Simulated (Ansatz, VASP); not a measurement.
**Mg in VASP and in Ansatz**

```xyz
2
Lattice="0.0000 3.6193 3.6193 3.6193 0.0000 3.6193 3.6193 3.6193 0.0000" Properties=species:S:1:pos:R:3 pbc="T T T"
Mg    0.9048    0.9048    0.9048
Mg    6.3338    6.3338    6.3338
```

Alike in both runs: task single point; functional RPBE; k mesh 9 × 9 × 9; occupations fermi-dirac, width 0.1 eV; no spin polarisation.

```csv
,VASP,Ansatz
version,VASP 6.6.1,Ansatz 0.2.0
potentials or method,"VASP PAW PBE potentials, release 64 (Mg), cutoff 520 eV","plane waves (420 eV) with PAW, scalar-relativistic"
valence electrons in the cell,4,20
```

```csv
,VASP,Ansatz,Ansatz less VASP
pressure (GPa),-0.9,-0.8,+0.03
```

VASP's potentials were made for PBE, not for RPBE. VASP's potentials hold 4 valence electrons a cell and Ansatz's 20, so a difference there can come from the potentials and not from the codes.
